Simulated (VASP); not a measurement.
The system is Ir.

```xyz
1
Lattice="0.0000 1.9288 1.9288 1.9288 0.0000 1.9288 1.9288 1.9288 0.0000" Properties=species:S:1:pos:R:3 pbc="T T T"
Ir    0.0000    0.0000    0.0000
```

This cell differs from its parent crystal: volume scaled by 1.02.

Base run:

| Property | Result |
| --- | --- |
| Program | VASP 6.6.1 |
| Functional | PBEsol |
| Potentials or basis | VASP PAW PBE potentials, release 64 (Ir) |
| Cutoff | 520 eV |
| k mesh | 20 × 20 × 20 |
| Occupations | fermi-dirac, width 0.15 eV |
| Spin | no spin polarisation |

Its results: pressure -6.4 GPa.

Q: The run is repeated on the same cell with these changes: functional from PBEsol to LDA; potentials or basis from VASP PAW PBE potentials, release 64 (Ir) to VASP PAW LDA potentials, release 64 (Ir). What comes out?

A: Pressure -10.7 GPa.

Caveats: the PAW data sets were made with another functional, which shifts forces and pressure a little (some runs).
